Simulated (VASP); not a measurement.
The system is ZnO (wurtzite type).

```
Zn O
1.0
     3.27926    0.00000    0.00000
    -1.63963    2.83992    0.00000
     0.00000    0.00000    5.29387
Zn O
2 2
Cartesian
  0.0000 1.8933 -0.0080
  1.6396 0.9466 2.6389
  0.0000 1.8933 1.9985
  1.6396 0.9466 4.6455
```

Base run:

```yaml
Program: VASP 6.6.1
Functional: PBEsol
Potentials_or_basis: VASP PAW PBE potentials, release 64 (Zn, O)
Cutoff: 520 eV
k_mesh: 12 × 12 × 7
Occupations: fermi-dirac, width 0.08 eV
Spin: no spin polarisation
```

Its results: band gap on the k mesh 0.63 eV; pressure -5.1 GPa.

Q: The run is repeated on the same cell with these changes: functional from PBEsol to PBE; further incar settings from ALGO = Normal; EDIFF = 1e-08; NBANDS = 26 to ALGO = Normal; EDIFF = 1e-07; NBANDS = 26. What comes out?

A: Band gap on the k mesh 0.73 eV; pressure 0.9 GPa.

Caveats: the cell stands under tension (at least some runs); the PAW data sets were made with another functional, which shifts forces and pressure a little (at least some runs).

